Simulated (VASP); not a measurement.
# Ti3Al (P-6m2) in VASP: a series of runs

The runs below take Ti3Al through single point, with PBEsol.

Everything below comes from runs of VASP 6.6.1. Logs are shortened: lines on timing, memory, paths and dates and some standing lists are left out, and cuts for length are marked.

### 1 The cell of the first run

It takes space group P-6m2 (No. 187, hexagonal). The conventional cell has a = 2.822 Å, b = 2.822 Å, c = 9.620 Å, α = 90.00°, β = 90.00°, γ = 120.00°. Ti (site symmetry -6m2) has 12 Ti at 2.82 to 2.90 Å within 3.7 Å. Ti (site symmetry 3m) has 9 Ti at 2.82 to 2.90 Å and 3 Al at 2.91 Å within 3.7 Å. Within 3.7 Å of Al (site symmetry -6m2) lie 6 Al at 2.82 Å and 6 Ti at 2.91 Å.

### 2 Single point, PBEsol (c/a of the conventional cell at fixed volume 3.4086)

Input file INCAR:

```
SYSTEM = Ti3Al
PREC = Accurate
ENCUT = 520
EDIFF = 1E-6
ISMEAR = 0
SIGMA = 0.15
LREAL = .FALSE.
LASPH = .TRUE.
NELM = 100
ALGO = Fast
ISIF = 2
LWAVE = .FALSE.
LCHARG = .FALSE.
GGA = PS
NBANDS = 28
```

Input file KPOINTS:

```
regular mesh
0
G
  15 15 6
  0 0 0
```

Input file POSCAR:

```
Ti3Al
1.0
    2.8221296140      0.0000000000      0.0000000000
   -1.4110648070      2.4440359385      0.0000000000
    0.0000000000      0.0000000000      9.6195110023
Ti Al
3 1
Direct
    0.6666666667      0.3333333333      0.0000000000
    0.3333333333      0.6666666667      0.7511732072
    0.3333333333      0.6666666667      0.2488267928
    0.6666666667      0.3333333333      0.5000000000
```

Potentials or basis: VASP PAW PBE potentials, release 64 (Ti_sv, Al).

Launch:

```sh
$ cat potpaw_PBE.64/Ti_sv/POTCAR potpaw_PBE.64/Al/POTCAR > POTCAR
$ mpirun -np 1 vasp_std > vasp.out
```

OUTCAR:

```text
SYSTEM = Ti3Al
   PREC = Accurate
   ENCUT = 520
   EDIFF = 1E-6
   ISMEAR = 0
   LREAL = .FALSE.
   LASPH = .TRUE.
   NELM = 100
   ISIF = 2
   GGA = PS

 ion  position               nearest neighbor table
   1  0.667  0.333  0.000-   2 2.90   3 2.90   2 2.90   3 2.90   2 2.90   3 2.90
   2  0.333  0.667  0.751-   1 2.90   1 2.90   1 2.90   4 2.91   4 2.91   4 2.91
   3  0.333  0.667  0.249-   1 2.90   1 2.90   1 2.90   4 2.91   4 2.91   4 2.91
   4  0.667  0.333  0.500-   2 2.91   3 2.91   2 2.91   3 2.91   2 2.91   3 2.91

  LATTYP: Found a hexagonal cell.
 ALAT       =     2.8221296140
 C/A-ratio  =     3.4086000000

  Lattice vectors:

 A1 = (   2.8221296140,   0.0000000000,   0.0000000000)
 A2 = (  -1.4110648070,   2.4440359385,   0.0000000000)
 A3 = (   0.0000000000,   0.0000000000,   9.6195110023)

Analysis of symmetry for initial positions (statically):
=====================================================================
 Subroutine PRICEL returns:
 Original cell was already a primitive cell.

 Routine SETGRP: Setting up the symmetry group for a
 hexagonal supercell.

 Subroutine GETGRP returns: Found 12 space group operations
 (whereof 12 operations were pure point group operations)
 out of a pool of 24 trial point group operations.

The static configuration has the point symmetry D_3h.

Analysis of symmetry for dynamics (positions and initial velocities):
=====================================================================
 Subroutine PRICEL returns:
 Original cell was already a primitive cell.

 Routine SETGRP: Setting up the symmetry group for a
 hexagonal supercell.

 Subroutine GETGRP returns: Found 12 space group operations
 (whereof 12 operations were pure point group operations)
 out of a pool of 24 trial point group operations.

The dynamic configuration has the point symmetry D_3h.

 Subroutine INISYM returns: Found 12 space group operations
 (whereof 12 operations are pure point group operations),
 and found     1 'primitive' translations

----------------------------------------------------------------------------------------

                                     Primitive cell

  volume of cell :      66.3495

  direct lattice vectors                    reciprocal lattice vectors
     2.822129614  0.000000000  0.000000000     0.354342336  0.204579643  0.000000000
    -1.411064807  2.444035938  0.000000000     0.000000000  0.409159286  0.000000000
     0.000000000  0.000000000  9.619511002     0.000000000  0.000000000  0.103955388

  length of vectors
     2.822129614  2.822129614  9.619511002     0.409159286  0.409159286  0.103955388

  position of ions in fractional coordinates (direct lattice)
     0.666666667  0.333333333  0.000000000
     0.333333333  0.666666667  0.751173207
     0.333333333  0.666666667  0.248826793
     0.666666667  0.333333333  0.500000000

  ion indices of the primitive-cell ions
   primitive index   ion index
                 1           1
                 2           2
                 3           3
                 4           4

----------------------------------------------------------------------------------------

 KPOINTS: regular mesh

Automatic generation of k-mesh.
 Grid dimensions read from file:
 generate k-points for:   15   15    6

 Generating k-lattice:

  Cartesian coordinates                     Fractional coordinates (reciprocal lattice)
     0.023622822  0.013638643  0.000000000     0.066666667  0.000000000  0.000000000
     0.000000000  0.027277286  0.000000000     0.000000000  0.066666667  0.000000000
     0.000000000  0.000000000  0.017325898     0.000000000  0.000000000  0.166666667

  Length of vectors
     0.027277286  0.027277286  0.017325898

  Shift w.r.t. Gamma in fractional coordinates (k-lattice)
     0.000000000  0.000000000  0.000000000

 Subroutine IBZKPT returns following result:
 ===========================================

 Found    108 irreducible k-points:

 Following reciprocal coordinates:
            Coordinates               Weight
  0.000000  0.000000  0.000000      1.000000
  0.066667  0.000000  0.000000      6.000000
  0.133333 -0.000000  0.000000      6.000000
  0.200000 -0.000000  0.000000      6.000000
  0.266667 -0.000000  0.000000      6.000000
  0.333333  0.000000  0.000000      6.000000
[... 16 lines left out ...]
  0.333333  0.200000  0.000000     12.000000
  0.400000  0.200000  0.000000      6.000000
 [... further k-points ...]
   k-points           NKPTS =    108   k-points in BZ     NKDIM =    108   number of bands    NBANDS=     28
   number of dos      NEDOS =    301   number of ions     NIONS =      4
   total plane-waves  NPLWV =  41472
   dimension x,y,z NGX =    24 NGY =   24 NGZ =   72
   dimension x,y,z NGXF=    48 NGYF=   48 NGZF=  144
   ions per type =               3   1
   NGX,Y,Z   is equivalent  to a cutoff of  14.14, 14.14, 12.44 a.u.
   NGXF,Y,Z  is equivalent  to a cutoff of  28.28, 28.28, 24.89 a.u.
 SYSTEM =  Ti3Al
   PREC   = accura    normal or accurate (medium, high low for compatibility)
   ISTART =      0    job   : 0-new  1-cont  2-samecut
   ICHARG =      2    charge: 1-file 2-atom 10-const
   ISPIN  =      1    spin polarized calculation?
   LNONCOLLINEAR =      F non collinear calculations
   LSORBIT =      F    spin-orbit coupling
   LASPH  =      T    aspherical Exc in radial PAW
   ENCUT  =  520.0 eV  38.22 Ry    6.18 a.u.   5.25  5.25 17.89*2*pi/ulx,y,z
   NELM   =    100;   NELMIN=  2; NELMDL= -5     # of ELM steps
   EDIFF  = 0.1E-05   stopping-criterion for ELM
   LREAL  =      F    real-space projection
   EDIFFG = 0.1E-04   stopping-criterion for IOM
   NSW    =      0    number of steps for IOM
   IBRION =     -1    ionic relax: 0-MD 1-quasi-New 2-CG
   NFREE  =      0    steps in history (QN), initial steepest desc. (CG)
   ISIF   =      2    stress and relaxation
   ISYM   =      2    0-nonsym 1-usesym 2-fastsym
   POTIM  = 0.5000    time-step for ionic-motion
   TEBEG  =    0.0;   TEEND  =   0.0 temperature during run
   PSTRESS=    0.0 pullay stress
   NELECT =      39.0000    total number of electrons
   NUPDOWN=      -1.0000    fix difference up-down
   EMIN   =  10.00;   EMAX   =-10.00  energy-range for DOS
   EFERMI =   0.00;   METHOD = LEGACY
   ISMEAR =     0;   SIGMA  =   0.15  broadening in eV -4-tet -1-fermi 0-gaus
   EFERMI_NEDOS =   21; number of points for ismear=-14 and -15
   IALGO  =     68    algorithm
   IMIX   =      4    mixing-type and parameters
     AMIX     =   0.40;   BMIX     =  1.00
     AMIX_MAG =   1.60;   BMIX_MAG =  1.00
  volume/ion in A,a.u.               =      16.59       111.94
  Fermi-wavevector in a.u.,A,eV,Ry     =   1.371357  2.591489 25.587388  1.880620
  Thomas-Fermi vector in A             =   2.497061
   LORBIT       =      0    0 simple, 1 ext, 2 COOP (PROOUT), +10 PAW based schemes
   GGA     = PS    functional components
   LHFCALC =     F    Hartree Fock is set to
   AEXX    =    0.0000 exact exchange contribution
   IVDW    =     0    specifies the selected vdW correction
   LEPSILON=     F    determine dielectric tensor
   LRPA    =     F    only Hartree local field effects (RPA)
 non-spin polarized calculation
 RMM-DIIS sequential band-by-band and
 Gauss-broadening in eV      SIGMA  =   0.15
  energy-cutoff  :      520.00
  volume of cell :       66.35
 maximum number of plane-waves:      1804
 NGX is ok and might be reduce to    24
   NGX = 11   NGY = 11   NGZ = 35

 number of electron      38.9999999 magnetization

 Free energy of the ion-electron system (eV)
  ---------------------------------------------------
  ext. energy  EPLUGINS =         0.00000000
  ---------------------------------------------------
  free energy    TOTEN  =       -29.52236670 eV

  energy without entropy =      -29.47064325  energy(sigma->0) =      -29.49650497

 E-fermi :   8.2487     XC(G=0): -11.4523

 val. band max:        8.2469031699   @ k =   0.3333   0.0000   0.3333
 cond. band min:       8.2495814635   @ k =   0.2667   0.1333   0.0000
 fundamental gap:      0.0026782936
 Fermi energy:         8.2486713533

 k-point     1 :       0.0000    0.0000    0.0000
  band No.  band energies     occupation
      1     -48.1659      2.00000
      2     -48.1228      2.00000
      3     -48.0729      2.00000
      4     -24.7783      2.00000
      5     -24.5355      2.00000
      6     -24.2631      2.00000
[... 20 lines left out ...]
     27      10.6922      0.00000
     28      11.1982      0.00000

 k-point     2 :       0.0667    0.0000    0.0000
  band No.  band energies     occupation
      1     -48.1601      2.00000
      2     -48.1178      2.00000
      3     -48.0688      2.00000
      4     -24.7693      2.00000
      5     -24.5328      2.00000
      6     -24.2665      2.00000
[... 20 lines left out ...]
     27      10.6366      0.00000
     28      11.0510      0.00000

 k-point     3 :       0.1333   -0.0000    0.0000
  band No.  band energies     occupation
      1     -48.1433      2.00000
      2     -48.1037      2.00000
      3     -48.0573      2.00000
      4     -24.7436      2.00000
      5     -24.5271      2.00000
      6     -24.2834      2.00000
[... 20 lines left out ...]
     27      10.5095      0.00000
     28      10.8124      0.00000

 k-point     4 :       0.2000   -0.0000    0.0000
  band No.  band energies     occupation
      1     -48.1182      2.00000
      2     -48.0828      2.00000
      3     -48.0407      2.00000
      4     -24.7061      2.00000
      5     -24.5288      2.00000
      6     -24.3475      2.00000
[... 578 lines left out ...]
     27      11.0391      0.00000
     28      11.1520      0.00000

 k-point    23 :       0.3333    0.2000    0.0000
  band No.  band energies     occupation
      1     -48.0108      2.00000
      2     -48.0012      2.00000
      3     -47.9852      2.00000
      4     -24.7175      2.00000
      5     -24.7036      2.00000
      6     -24.6432      2.00000
[... 20 lines left out ...]
     27      10.9837      0.00000
     28      11.4007      0.00000

 k-point    24 :       0.4000    0.2000    0.0000
  band No.  band energies     occupation
      1     -48.0037      2.00000
      2     -47.9971      2.00000
      3     -47.9840      2.00000
      4     -24.7323      2.00000
      5     -24.7135      2.00000
      6     -24.6512      2.00000
[... 20 lines left out ...]
     27      10.9733      0.00000
     28      11.7025      0.00000

 [... further k-points ...]

------------------------ aborting loop because EDIFF is reached ----------------------------------------

  FORCE on cell =-STRESS in cart. coord.  units (eV):
  Direction    XX          YY          ZZ          XY          YZ          ZX
  --------------------------------------------------------------------------------------
  -------------------------------------------------------------------------------------
  Total        1.2873228      1.2873228     -3.1315220      0.0000000      0.0000000     -0.0000000
  in kB       31.0856899     31.0856899    -75.6185777      0.0000000      0.0000000     -0.0000000
  external PRESSURE =      -4.4823993 kB  Pullay stress =       0.0000000 kB

 VOLUME and BASIS-vectors are now :
 -----------------------------------------------------------------------------
  energy-cutoff  :      520.00
  volume of cell :       66.35
      direct lattice vectors                 reciprocal lattice vectors
     2.822129614  0.000000000  0.000000000     0.354342336  0.204579643  0.000000000
    -1.411064807  2.444035938  0.000000000     0.000000000  0.409159286  0.000000000
     0.000000000  0.000000000  9.619511002     0.000000000  0.000000000  0.103955388

 POSITION                                       TOTAL-FORCE (eV/Angst)
 -----------------------------------------------------------------------------------
      1.41106      0.81468      0.00000        -0.000000      0.000000      0.000000
     -0.00000      1.62936      7.22592         0.000000     -0.000000     -0.204822
     -0.00000      1.62936      2.39359         0.000000     -0.000000      0.204822
      1.41106      0.81468      4.80976         0.000000     -0.000000      0.000000
 -----------------------------------------------------------------------------------
    total drift:                                0.000000     -0.000000      0.000000

  FREE ENERGIE OF THE ION-ELECTRON SYSTEM (eV)
  ---------------------------------------------------
  free  energy   TOTEN  =       -29.5223666984 eV

  energy  without entropy=      -29.4706432515  energy(sigma->0) =      -29.49650497
```

Wall time 4.7 min (1 thread of Intel Xeon 6975P-C (Granite Rapids), shared host); peak memory 0.3 GiB.

Results:

```yaml
Free_energy: -29.5224 eV
Pressure: -0.4 GPa
Largest_force: 0.205 eV/Å
```

Forces on the atoms (eV/Å):
```
Ti   0.000  0.000  0.000
Ti   0.000  0.000 -0.205
Ti   0.000  0.000  0.205
Al   0.000  0.000  0.000
```

Caveat: the PAW data sets were made with another functional, which shifts forces and pressure a little.

### 3 Single point, PBEsol (c/a of the conventional cell at fixed volume 2.9036)

Changes to INCAR since step 2:

```diff
@@ -3,3 +3,3 @@
 ENCUT = 520
-EDIFF = 1E-6
+EDIFF = 1E-7
 ISMEAR = 0
@@ -8,3 +8,3 @@
 LASPH = .TRUE.
-NELM = 100
+NELM = 80
 ALGO = Fast
```

Input file KPOINTS:

```
Automatic mesh
0
G
  15 15 6
  0 0 0
```

Input file POSCAR:

```
Ti3Al
1.0
    2.9770768115      0.0000000000      0.0000000000
   -1.4885384057      2.5782241478      0.0000000000
    0.0000000000      0.0000000000      8.6442402299
Ti Al
3 1
Direct
    0.6666666667      0.3333333333      0.0000000000
    0.3333333333      0.6666666667      0.7511732072
    0.3333333333      0.6666666667      0.2488267928
    0.6666666667      0.3333333333      0.5000000000
```

Potentials or basis: VASP PAW PBE potentials, release 64 (Ti_sv, Al).

Launch:

```sh
$ cat potpaw_PBE.64/Ti_sv/POTCAR potpaw_PBE.64/Al/POTCAR > POTCAR
$ mpirun -np 1 vasp_std > vasp.out
```

It took 5.8 min on 1 thread of Intel Xeon 6975P-C (Granite Rapids), shared host; peak memory 0.3 GiB.

It converged, with:

- Free energy: -29.4820 eV
- Pressure: 0.9 GPa
- Largest force: 0.118 eV/Å

Forces on the atoms (eV/Å):
```
Ti   0.000  0.000  0.000
Ti   0.000  0.000  0.118
Ti   0.000  0.000 -0.118
Al   0.000  0.000  0.000
```

Stress tensor (GPa, compression positive):
```
-3.65  0.00  0.00
 0.00 -3.65  0.00
 0.00  0.00  9.91
```

Levels at points of the mesh, in eV from the Fermi level:
| k point | band 18 | band 19 | band 20 | band 21 | band 22 | band 23 |
| --- | --- | --- | --- | --- | --- | --- |
| (0.00, 0.00, 0.00) | 0.64 | 0.64 | 0.72 | 0.72 | 1.17 | 1.23 |
| (0.00, 0.00, 0.50) | 0.65 | 0.65 | 0.71 | 0.71 | 1.01 | 1.25 |

Caveat: the PAW data sets were made with another functional, which shifts forces and pressure a little.
